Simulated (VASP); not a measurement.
# Cl (Cmce) in VASP: settings compared

Aim: see how the results for Cl move with the level of theory and the settings. Levels: revPBE+D4, PBE+D4, PBE+D3(BJ). Tasks: single point.

Everything below comes from runs of VASP 6.6.1. Logs are shortened: lines on timing, memory, paths and dates and some standing lists are left out, and cuts for length are marked.

### Step 1. The cell of the first run

Symmetry: Cmce, No. 64, orthorhombic system. The conventional cell has a = 6.407 Å, b = 4.127 Å, c = 8.108 Å, α = 90.00°, β = 90.00°, γ = 90.00°. Within 2.7 Å of Cl (site symmetry m) lie 1 Cl at 2.03 Å.

### Step 2. Single point, revPBE+D4

INCAR

```
SYSTEM = Cl
PREC = Accurate
ENCUT = 520
EDIFF = 1E-7
ISMEAR = -1
SIGMA = 0.05
LREAL = .False.
LASPH = .True.
NELM = 60
ALGO = Normal
ISIF = 2
LWAVE = .False.
LCHARG = .True.
GGA = RE
IVDW = 13
LELF = .True.
LVHAR = .True.
NBANDS = 22
```

KPOINTS

```
regular mesh
0
Gamma
  7 7 4
  0 0 0
```

POSCAR

```
Cl
1.0
    3.2035118491     -2.0636271769      0.0000000000
    3.2035118491      2.0636271769      0.0000000000
    0.0000000000      0.0000000000      8.1075058109
Cl
4
Direct
    0.3743342921      0.6256657079      0.3922592691
    0.1256657079      0.8743342921      0.8922592691
    0.6256657079      0.3743342921      0.6077407309
    0.8743342921      0.1256657079      0.1077407309
```

Potentials or basis: VASP PAW PBE potentials, release 64 (Cl).

Started as:

```console
$ cat potpaw_PBE.64/Cl/POTCAR > POTCAR
$ mpirun -np 1 vasp_std > vasp.out
```

OUTCAR:

```text
SYSTEM = Cl
   PREC = Accurate
   ENCUT = 520
   EDIFF = 1E-7
   ISMEAR = -1
   LREAL = .False.
   LASPH = .True.
   NELM = 60
   ISIF = 2
   GGA = RE
   IVDW = 13

 ion  position               nearest neighbor table
   1  0.374  0.626  0.392-   3 2.03
   2  0.126  0.874  0.892-   4 2.03
   3  0.626  0.374  0.608-   1 2.03
   4  0.874  0.126  0.108-   2 2.03

  LATTYP: Found a base centered orthorhombic cell.
 ALAT       =     4.1272543538
 B/A-ratio  =     1.5523694808
 C/A-ratio  =     1.9643823995

  Lattice vectors:

 A1 = (  -3.2035118491,  -2.0636271769,   0.0000000000)
 A2 = (   3.2035118491,  -2.0636271769,   0.0000000000)
 A3 = (   0.0000000000,   0.0000000000,   8.1075058109)

Analysis of symmetry for initial positions (statically):
=====================================================================
 Subroutine PRICEL returns:
 Original cell was already a primitive cell.

 Routine SETGRP: Setting up the symmetry group for a
 base centered orthorhombic supercell.

 Subroutine GETGRP returns: Found  8 space group operations
 (whereof  4 operations were pure point group operations)
 out of a pool of  8 trial point group operations.

The static configuration has the point symmetry C_2h.
 The point group associated with its full space group is D_2h.

Analysis of symmetry for dynamics (positions and initial velocities):
=====================================================================
 Subroutine PRICEL returns:
 Original cell was already a primitive cell.

 Routine SETGRP: Setting up the symmetry group for a
 base centered orthorhombic supercell.

 Subroutine GETGRP returns: Found  8 space group operations
 (whereof  4 operations were pure point group operations)
 out of a pool of  8 trial point group operations.

The dynamic configuration has the point symmetry C_2h.
 The point group associated with its full space group is D_2h.

 Subroutine INISYM returns: Found  8 space group operations
 (whereof  4 operations are pure point group operations),
 and found     1 'primitive' translations

----------------------------------------------------------------------------------------

                                     Primitive cell

  volume of cell :     107.1951

  direct lattice vectors                    reciprocal lattice vectors
     3.203511849 -2.063627177  0.000000000     0.156078711 -0.242291828  0.000000000
     3.203511849  2.063627177  0.000000000     0.156078711  0.242291828  0.000000000
     0.000000000  0.000000000  8.107505811     0.000000000  0.000000000  0.123342496

  length of vectors
     3.810648933  3.810648933  8.107505811     0.288211543  0.288211543  0.123342496

  position of ions in fractional coordinates (direct lattice)
     0.374334292  0.625665708  0.392259269
     0.125665708  0.874334292  0.892259269
     0.625665708  0.374334292  0.607740731
     0.874334292  0.125665708  0.107740731

  ion indices of the primitive-cell ions
   primitive index   ion index
                 1           1
                 2           2
                 3           3
                 4           4

----------------------------------------------------------------------------------------

 KPOINTS: regular mesh

Automatic generation of k-mesh.
 Grid dimensions read from file:
 generate k-points for:    7    7    4

 Generating k-lattice:

  Cartesian coordinates                     Fractional coordinates (reciprocal lattice)
     0.022296959 -0.034613118  0.000000000     0.142857143  0.000000000  0.000000000
     0.022296959  0.034613118  0.000000000     0.000000000  0.142857143  0.000000000
     0.000000000  0.000000000  0.030835624     0.000000000  0.000000000  0.250000000

  Length of vectors
     0.041173078  0.041173078  0.030835624

  Shift w.r.t. Gamma in fractional coordinates (k-lattice)
     0.000000000  0.000000000  0.000000000

 Subroutine IBZKPT returns following result:
 ===========================================

 Found     48 irreducible k-points:

 Following reciprocal coordinates:
            Coordinates               Weight
  0.000000  0.000000  0.000000      1.000000
  0.142857  0.000000  0.000000      4.000000
  0.285714  0.000000  0.000000      4.000000
  0.428571  0.000000  0.000000      4.000000
  0.142857  0.142857  0.000000      2.000000
  0.285714  0.142857  0.000000      4.000000
[... 16 lines left out ...]
  0.428571  0.142857  0.250000      8.000000
 -0.428571  0.142857  0.250000      8.000000
 [... further k-points ...]
   k-points           NKPTS =     48   k-points in BZ     NKDIM =     48   number of bands    NBANDS=     22
   number of dos      NEDOS =    301   number of ions     NIONS =      4
   total plane-waves  NPLWV =  47040
   dimension x,y,z NGX =    28 NGY =   28 NGZ =   60
   dimension x,y,z NGXF=    56 NGYF=   56 NGZF=  120
   ions per type =               4
   NGX,Y,Z   is equivalent  to a cutoff of  12.22, 12.22, 12.30 a.u.
   NGXF,Y,Z  is equivalent  to a cutoff of  24.43, 24.43, 24.61 a.u.
 SYSTEM =  Cl
   PREC   = accura    normal or accurate (medium, high low for compatibility)
   ISTART =      0    job   : 0-new  1-cont  2-samecut
   ICHARG =      2    charge: 1-file 2-atom 10-const
   ISPIN  =      1    spin polarized calculation?
   LNONCOLLINEAR =      F non collinear calculations
   LSORBIT =      F    spin-orbit coupling
   LASPH  =      T    aspherical Exc in radial PAW
   ENCUT  =  520.0 eV  38.22 Ry    6.18 a.u.   7.09  7.09 15.07*2*pi/ulx,y,z
   NELM   =     60;   NELMIN=  2; NELMDL= -5     # of ELM steps
   EDIFF  = 0.1E-06   stopping-criterion for ELM
   LREAL  =      F    real-space projection
   EDIFFG = 0.1E-05   stopping-criterion for IOM
   NSW    =      0    number of steps for IOM
   IBRION =     -1    ionic relax: 0-MD 1-quasi-New 2-CG
   NFREE  =      0    steps in history (QN), initial steepest desc. (CG)
   ISIF   =      2    stress and relaxation
   ISYM   =      2    0-nonsym 1-usesym 2-fastsym
   POTIM  = 0.5000    time-step for ionic-motion
   TEBEG  =    0.0;   TEEND  =   0.0 temperature during run
   PSTRESS=    0.0 pullay stress
   NELECT =      28.0000    total number of electrons
   NUPDOWN=      -1.0000    fix difference up-down
   EMIN   =  10.00;   EMAX   =-10.00  energy-range for DOS
   EFERMI =   0.00;   METHOD = LEGACY
   ISMEAR =    -1;   SIGMA  =   0.05  broadening in eV -4-tet -1-fermi 0-gaus
   EFERMI_NEDOS =   21; number of points for ismear=-14 and -15
   IALGO  =     38    algorithm
   IMIX   =      4    mixing-type and parameters
     AMIX     =   0.40;   BMIX     =  1.00
     AMIX_MAG =   1.60;   BMIX_MAG =  1.00
  volume/ion in A,a.u.               =      26.80       180.85
  Fermi-wavevector in a.u.,A,eV,Ry     =   1.046492  1.977583 14.900358  1.095145
  Thomas-Fermi vector in A             =   2.181332
   LORBIT       =      0    0 simple, 1 ext, 2 COOP (PROOUT), +10 PAW based schemes
   GGA     = RE    functional components
   LHFCALC =     F    Hartree Fock is set to
   AEXX    =    0.0000 exact exchange contribution
   IVDW    =    13    specifies the selected vdW correction
   LEPSILON=     F    determine dielectric tensor
   LRPA    =     F    only Hartree local field effects (RPA)
 non-spin polarized calculation
  energy-cutoff  :      520.00
  volume of cell :      107.20
 maximum number of plane-waves:      2910
   NGX = 15   NGY = 15   NGZ = 31

 number of electron      27.9999996 magnetization

 Free energy of the ion-electron system (eV)
  ---------------------------------------------------
  ext. energy  EPLUGINS =         0.00000000
  ---------------------------------------------------
  free energy    TOTEN  =        -6.38376903 eV

  energy without entropy =       -6.38376903  energy(sigma->0) =       -6.38376903

 E-fermi :   1.2013     XC(G=0):  -7.8226

 val. band max:        0.0807908089   @ k =   0.0000   0.0000   0.0000
 cond. band min:       2.4387957541   @ k =   0.0000   0.0000   0.0000
 fundamental gap:      2.3580049452
 Fermi energy:         1.2012674208

 k-point     1 :       0.0000    0.0000    0.0000
  band No.  band energies     occupation
      1     -16.5789      2.00000
      2     -16.2405      2.00000
      3     -12.8811      2.00000
      4     -11.9856      2.00000
      5      -5.4853      2.00000
      6      -4.2049      2.00000
[... 14 lines left out ...]
     21      10.9462      0.00000
     22      11.1012      0.00000

 k-point     2 :       0.1429    0.0000    0.0000
  band No.  band energies     occupation
      1     -16.5298      2.00000
      2     -16.2215      2.00000
      3     -12.8359      2.00000
      4     -12.0330      2.00000
      5      -5.4721      2.00000
      6      -4.3003      2.00000
[... 14 lines left out ...]
     21      10.5701      0.00000
     22      11.0962      0.00000

 k-point     3 :       0.2857    0.0000    0.0000
  band No.  band energies     occupation
      1     -16.4063      2.00000
      2     -16.1874      2.00000
      3     -12.7132      2.00000
      4     -12.1647      2.00000
      5      -5.4268      2.00000
      6      -4.5971      2.00000
[... 14 lines left out ...]
     21      10.7590      0.00000
     22      11.3094      0.00000
[... 476 lines left out ...]
 k-point    23 :       0.4286    0.1429    0.2500
  band No.  band energies     occupation
      1     -16.3100      2.00000
      2     -16.1772      2.00000
      3     -12.5727      2.00000
      4     -12.2467      2.00000
      5      -5.2403      2.00000
      6      -4.7502      2.00000
[... 14 lines left out ...]
     21      10.6699      0.00000
     22      10.9825      0.00000

 k-point    24 :      -0.4286    0.1429    0.2500
  band No.  band energies     occupation
      1     -16.2276      2.00000
      2     -16.1951      2.00000
      3     -12.4723      2.00000
      4     -12.3976      2.00000
      5      -5.1141      2.00000
      6      -5.0225      2.00000
[... 14 lines left out ...]
     21      11.1034      0.00000
     22      11.7580      0.00000

 [... further k-points ...]

------------------------ aborting loop because EDIFF is reached ----------------------------------------

  DFT-D4 for vdW energy calculation

  Edisp (eV):   -1.33484

  FORCE on cell =-STRESS in cart. coord.  units (eV):
  Direction    XX          YY          ZZ          XY          YZ          ZX
  --------------------------------------------------------------------------------------
  -------------------------------------------------------------------------------------
  Total      -0.04046    -0.21264    -0.58037     0.00000     0.00000     0.00000
  in kB      -0.60473    -3.17820    -8.67441     0.00000     0.00000     0.00000
  external pressure =       -4.15 kB  Pullay stress =        0.00 kB

 VOLUME and BASIS-vectors are now :
 -----------------------------------------------------------------------------
  energy-cutoff  :      520.00
  volume of cell :      107.20
      direct lattice vectors                 reciprocal lattice vectors
     3.203511849 -2.063627177  0.000000000     0.156078711 -0.242291828  0.000000000
     3.203511849  2.063627177  0.000000000     0.156078711  0.242291828  0.000000000
     0.000000000  0.000000000  8.107505811     0.000000000  0.000000000  0.123342496

 POSITION                                       TOTAL-FORCE (eV/Angst)
 -----------------------------------------------------------------------------------
      3.20351      0.51865      3.18024         0.000000     -0.096163      0.173293
      3.20351      1.54497      7.23400         0.000000      0.096163      0.173293
      3.20351     -0.51865      4.92726         0.000000      0.096163     -0.173293
      3.20351     -1.54497      0.87351         0.000000     -0.096163     -0.173293
 -----------------------------------------------------------------------------------
    total drift:                                0.000000     -0.000000      0.000000

  FREE ENERGIE OF THE ION-ELECTRON SYSTEM (eV)
  ---------------------------------------------------
  free  energy   TOTEN  =        -7.7186067600 eV

  energy  without entropy=       -7.7186067600  energy(sigma->0) =       -7.71860676
```

Run time: 39 s. Hardware: 1 thread of Intel Xeon 6975P-C (Granite Rapids), shared host; peak memory 0.23 GiB.

What came out:

* Free energy: -7.7186 eV
* Pressure: -0.4 GPa
* Largest force: 0.198 eV/Å
* Band gap on the k mesh: 2.36 eV, direct
* Dispersion energy per atom: -0.334 eV

Forces in eV/Å, atoms in the order of the input:
```
Cl   0.000 -0.096  0.173
Cl   0.000  0.096  0.173
Cl   0.000  0.096 -0.173
Cl   0.000 -0.096 -0.173
```

Stress tensor (GPa, compression positive):
```
-0.06  0.00  0.00
 0.00 -0.32  0.00
 0.00  0.00 -0.87
```

Levels at points of the mesh, in eV from the valence-band top:
| k point | band 10 | band 11 | band 12 | band 13 | band 14 | band 15 | band 16 | band 17 | band 18 | band 19 |
| --- | --- | --- | --- | --- | --- | --- | --- | --- | --- | --- |
| (0.00, 0.00, 0.00) | -2.11 | -0.90 | -0.35 | -0.11 | 0.00 | 2.36 | 3.14 | 7.31 | 7.58 | 8.77 |
| (0.00, 0.00, 0.50) | -2.17 | -0.77 | -0.77 | -0.05 | -0.05 | 2.69 | 2.69 | 7.73 | 7.73 | 9.72 |

Caveat: the PAW data sets were made with another functional, which shifts forces and pressure a little. A k mesh can miss the band edges.

### Step 3. Single point, PBE+D4

This run uses another cell than the first one, of 27.03 Å³/atom, 1.009 times its volume.

INCAR

```
SYSTEM = Cl
PREC = Accurate
ENCUT = 520
EDIFF = 1E-6
ISMEAR = -1
SIGMA = 0.05
LREAL = .False.
LASPH = .True.
NELM = 60
ALGO = Normal
ISIF = 2
LWAVE = .False.
LCHARG = .False.
GGA = PE
IVDW = 13
NBANDS = 22
```

KPOINTS

```
Automatic mesh
0
Gamma
  7 7 4
  0 0 0
```

POSCAR

```
Cl
1.0
    3.2836111241     -2.0351069998      0.0000000000
    3.2836111241      2.0351069998      0.0000000000
    0.0000000000      0.0000000000      8.0888295921
Cl
4
Direct
    0.3754326875      0.6245673125      0.3911075933
    0.1245673125      0.8754326875      0.8911075933
    0.6245673125      0.3754326875      0.6088924067
    0.8754326875      0.1245673125      0.1088924067
```

Potentials or basis: VASP PAW PBE potentials, release 64 (Cl).

Started as:

```console
$ cat potpaw_PBE.64/Cl/POTCAR > POTCAR
$ mpirun -np 1 vasp_std > vasp.out
```

It took 42 s on 1 thread of Intel Xeon 6975P-C (Granite Rapids), shared host; peak memory 0.24 GiB.

It converged, with:

```
Free energy                : -7.9979 eV
Pressure                   : -0.4 GPa
Largest force              : 0.173 eV/Å
Band gap on the k mesh     : 2.24 eV, direct
Dispersion energy per atom : -0.174 eV
```

Forces on the atoms (eV/Å):
```
Cl   0.000 -0.083  0.152
Cl   0.000  0.083  0.152
Cl   0.000  0.083 -0.152
Cl   0.000 -0.083 -0.152
```

Stress tensor (GPa, compression positive):
```
-0.07  0.00  0.00
 0.00 -0.27  0.00
 0.00  0.00 -0.76
```

Levels at points of the mesh, in eV from the valence-band top:
```tsv
k point	band 12	band 13	band 14	band 15	band 16	band 17
(0.00, 0.00, 0.00)	-0.37	-0.20	0.00	2.24	3.09	6.87
(0.00, 0.00, 0.50)	-0.83	-0.10	-0.10	2.59	2.59	7.33
```

A k mesh can miss the band edges. A hybrid or GW would open this gap; PBE tends to underestimate it.

### Step 4. Single point, PBE+D3(BJ)

This run uses another cell than the first one, of 27.15 Å³/atom, 1.013 times its volume.

INCAR

```
PREC = Accurate ; ENCUT = 520
EDIFF = 1E-6 ; ISMEAR = -1
SIGMA = 0.05 ; LREAL = F
LASPH = T ; NELM = 60
ALGO = Normal ; ISIF = 2
LWAVE = F ; LCHARG = T
GGA = PE ; IVDW = 12
LELF = T ; LVHAR = T
NBANDS = 22
```

KPOINTS

```
regular mesh
0
Gamma
  7 7 4
```

POSCAR

```
Cl
1.0
    3.2956739984     -2.0361933031      0.0000000000
    3.2956739984      2.0361933031      0.0000000000
    0.0000000000      0.0000000000      8.0923744916
Cl
4
Direct
    0.3755574745      0.6244425255      0.3911434508
    0.1244425255      0.8755574745      0.8911434508
    0.6244425255      0.3755574745      0.6088565492
    0.8755574745      0.1244425255      0.1088565492
```

Started as:

```console
$ cat potpaw_PBE.64/Cl/POTCAR > POTCAR
$ mpirun -np 1 vasp_std > vasp.out
```

Wall time 42 s (1 thread of Intel Xeon 6975P-C (Granite Rapids), shared host); peak memory 0.25 GiB.

The run converged. Its results:

* Free energy: -7.9576 eV
* Pressure: -0.4 GPa
* Largest force: 0.173 eV/Å
* Band gap on the k mesh: 2.24 eV, direct
* Dispersion energy per atom: -0.163 eV

Forces in eV/Å, atoms in the order of the input:
```
Cl   0.000 -0.083  0.152
Cl   0.000  0.083  0.152
Cl   0.000  0.083 -0.152
Cl   0.000 -0.083 -0.152
```

Stress tensor (GPa, compression positive):
```
-0.07  0.00  0.00
 0.00 -0.27  0.00
 0.00  0.00 -0.75
```

Levels at points of the mesh, in eV from the valence-band top:
```tsv
k point	band 10	band 11	band 12	band 13	band 14	band 15	band 16	band 17	band 18	band 19
(0.00, 0.00, 0.00)	-2.19	-0.98	-0.37	-0.21	0.00	2.24	3.09	6.85	7.22	8.54
(0.00, 0.00, 0.50)	-2.28	-0.83	-0.83	-0.10	-0.10	2.59	2.59	7.31	7.31	9.42
```

A k mesh can miss the band edges.

### Step 5. Overview

```tsv
level	cell	gap on the mesh (eV)	pressure (GPa)	largest force (eV/Å)
revPBE+D4	a = 3.811, b = 3.811, c = 8.108 Å, angles 90.0, 90.0, 65.6°, 4 atoms	2.36	-0.4	0.20
PBE+D4	a = 3.863, b = 3.863, c = 8.089 Å, angles 90.0, 90.0, 63.6°, 4 atoms	2.24	-0.4	0.17
PBE+D3(BJ)	a = 3.874, b = 3.874, c = 8.092 Å, angles 90.0, 90.0, 63.4°, 4 atoms	2.24	-0.4	0.17
```

Alike in all rows: task single point; potentials or basis VASP PAW PBE potentials, release 64 (Cl); no spin polarisation; k mesh 7 × 7 × 4; cutoff (eV) 520; smearing fermi-dirac 0.05 eV.

Caveats: the PAW data sets were made with another functional, which shifts forces and pressure a little (some runs).

Total energies depend on the potentials used, so only differences within one code and one set of settings carry meaning.
